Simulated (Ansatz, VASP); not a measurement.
# Ti in VASP and in Ansatz

```xyz
1
Lattice="0.0000 2.0300 2.0706 2.0300 0.0000 2.0706 2.0300 2.0300 0.0000" Properties=species:S:1:pos:R:3 pbc="T T T"
Ti    0.0000    0.0000    0.0000
```

Change from the starting cell: zz strain of +2 %, crystal datasets.

Alike in both runs: task electric field gradients; functional LDA; k mesh 15 × 15 × 15; occupations fermi-dirac, width 0.05 eV; no spin polarisation.

|  | VASP | Ansatz |
| --- | --- | --- |
| version | VASP 6.6.1 | Ansatz 0.2.0 |
| potentials or method | VASP PAW LDA potentials, release 64 (Ti_sv), cutoff 400 eV | all-electron PAW with datasets made for the crystal, scalar-relativistic |

```tsv
	VASP	Ansatz	Ansatz less VASP
pressure (GPa)	-7.7	-6.8	+0.82
traceless stress, the component that is largest in VASP (GPa)	-0.42	-0.41	+0.007
size of Vzz on the site where it differs most (V/Å²)	1.9	2.0	+0.04
```

LDA's correlation is that of Perdew and Zunger in VASP and of Perdew and Wang (1992) in Ansatz. Ansatz ran all-electron here, and VASP with PAW potentials.
